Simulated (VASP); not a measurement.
Set up this calculation in VASP 6.6.1, as the native input.

* Task: single point
* Functional: PBEsol-based global hybrid with 25 % exact exchange
* Potentials or basis: VASP PAW PBE potentials, release 64 (Sn_d)
* Cutoff: 520 eV
* k mesh: 5 × 5 × 5
* Occupations: fermi-dirac, width 0.05 eV
* Spin: no spin polarisation
* Dipole correction: no
* Grid for exact exchange (PRECFOCK): Normal
* Share of exact exchange: 0.25
* Further INCAR settings: ALGO = Normal; EDIFF = 1e-06; NBANDS = 13

The system is Sn.

```
CELL_PARAMETERS angstrom
-1.89348 1.89348 1.89348
1.89348 -1.89348 1.89348
1.89348 1.89348 -1.89348
ATOMIC_POSITIONS crystal
Sn 0.00000 0.00000 0.00000
```

This isn't the form of Sn at room conditions, which is tetragonal (white tin).

The input as run:

POSCAR

```
Sn
1.0
   -1.8934838120      1.8934838120      1.8934838120
    1.8934838120     -1.8934838120      1.8934838120
    1.8934838120      1.8934838120     -1.8934838120
Sn
1
Direct
    0.0000000000      0.0000000000      0.0000000000
```

INCAR.step1

```
PREC = Accurate
ENCUT = 520
EDIFF = 1E-5
ISMEAR = -1
SIGMA = 0.05
LREAL = False
LASPH = True
NELM = 100
ALGO = Normal
ISIF = 2
LWAVE = True
LCHARG = False
NBANDS = 13
GGA = PE
```

INCAR.step2

```
PREC = Accurate
ENCUT = 520
EDIFF = 1E-6
ISMEAR = -1
SIGMA = 0.05
LREAL = False
LASPH = True
NELM = 100
ALGO = Normal
ISIF = 2
LWAVE = False
LCHARG = False
GGA = PS
LHFCALC = True
AEXX = 0.25
PRECFOCK = Normal
NBANDS = 13
ISTART = 1
```

KPOINTS

```
Automatic mesh
0
Gamma
  5 5 5
```

Potentials or basis: VASP PAW PBE potentials, release 64 (Sn_d).

Run with:

```console
$ cat potpaw_PBE.64/Sn_d/POTCAR > POTCAR
$ cp INCAR.step1 INCAR
$ mpirun -np 1 vasp_std > vasp.out
$ cp INCAR.step2 INCAR
$ mpirun -np 1 vasp_std > vasp.out
```

Results of the run:

| Property | Result |
| --- | --- |
| Pressure | -0.2 GPa |
| Band gap on the k mesh | zero (bands 7 and 8 overlap by 11.77 eV) |

Caveat: the k points lie up to 0.47 Å⁻¹ apart, too coarse for converged energies and pressures of a metal; the PAW data sets were made with another functional, which shifts forces and pressure a little; spin-orbit coupling is left out, which moves the levels of the heavy elements.

Run time: 5.3 min on 1 thread of Intel(R) Xeon(R) Platinum 8488C (Sapphire Rapids), with other jobs on the host, peak memory 0.15 GiB.
